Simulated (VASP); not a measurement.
Nb: single point with PBE

Crystal: Nb.

```
CELL_PARAMETERS angstrom
0.00000 2.93594 2.93594
2.93594 0.00000 2.93594
2.93594 2.93594 0.00000
ATOMIC_POSITIONS crystal
Nb 0.00000 0.00000 0.00000
Nb 0.25000 0.25000 0.25000
```

```json
{"Program": "VASP 6.6.1", "Task": "single point", "Functional": "PBE", "Potentials or basis": "VASP PAW PBE potentials, release 64 (Nb_sv)", "Cutoff": "520 eV", "k mesh": "16 × 16 × 16", "Occupations": "fermi-dirac, width 0.0612256 eV", "Spin": "no spin polarisation"}
```

* Pressure: 1.3 GPa
* Band gap on the k mesh: zero (band 13 reaches 7.61 eV, above the bottom of band 14 at 6.13 eV)

Levels at points of the mesh, in eV from the Fermi level:
| k point | band 10 | band 11 | band 12 | band 13 | band 14 | band 15 | band 16 | band 17 |
| --- | --- | --- | --- | --- | --- | --- | --- | --- |
| (0.00, 0.00, 0.00) | -1.50 | -1.50 | -0.55 | -0.55 | -0.55 | 1.93 | 1.93 | 1.93 |
| (0.50, 0.00, 0.00) | -1.62 | -1.31 | -1.31 | -0.79 | -0.79 | 0.69 | 3.04 | 3.04 |
| (0.50, 0.50, 0.00) | -2.43 | -0.72 | -0.72 | 0.40 | 0.40 | 1.31 | 1.31 | 4.76 |

Wall time 63 s on 1 thread of Intel(R) Xeon(R) 6975P-C (Granite Rapids), with other jobs on the host, peak memory 0.25 GiB.
